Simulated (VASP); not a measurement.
A run of VASP 6.6.1 is set up as follows.

File INCAR:

```
PREC = Accurate ; ENCUT = 600
EDIFF = 1E-6 ; ISMEAR = 0
SIGMA = 0.1 ; LREAL = False
LASPH = True ; NELM = 60
ALGO = Normal ; ISIF = 3
LWAVE = False ; LCHARG = False
GGA = PE ; IBRION = 2
NSW = 90 ; EDIFFG = -0.04
```

KPOINTS

```
Automatic mesh
0
Gamma
  6 6 6
```

POSCAR

```
Cu2H
1.0
   -1.8732151953      1.8732151953      4.7085255926
    1.8732151953     -1.8732151953      4.7085255926
    1.8732151953      1.8732151953     -4.7085255926
Cu H
4 2
Direct
    0.2066000000      0.2066000000      0.0000000000
    0.9566000000      0.4566000000      0.5000000000
    0.5434000000      0.0434000000      0.5000000000
    0.7934000000      0.7934000000      0.0000000000
    0.0000000000      0.0000000000      0.0000000000
    0.7500000000      0.2500000000      0.5000000000
```

Potentials or basis: VASP PAW PBE potentials, release 64 (Cu, H).

Command:

```console
$ cat potpaw_PBE.64/Cu/POTCAR potpaw_PBE.64/H/POTCAR > POTCAR
$ mpirun -np 1 vasp_std > vasp.out
```

What does it give for the space group after relaxing (to 0.1 Å)?

I4_1/amd (No. 141).

Predict the relaxed volume.

8.92 Å³/atom.

Predict the band gap on the k mesh.

zero (bands 23 and 24 overlap by 3.62 eV).

Estimate the relaxed cell.

a = 4.682 Å, b = 4.682 Å, c = 4.682 Å, α = 133.22°, β = 133.22°, γ = 68.30°.

Stress tensor (GPa, compression positive):
```
 0.53  0.00  0.00
 0.00  0.53  0.00
 0.00  0.00 -0.26
```

Caveat: the volume moved by over 15 % at a fixed basis, so the end points are rough.
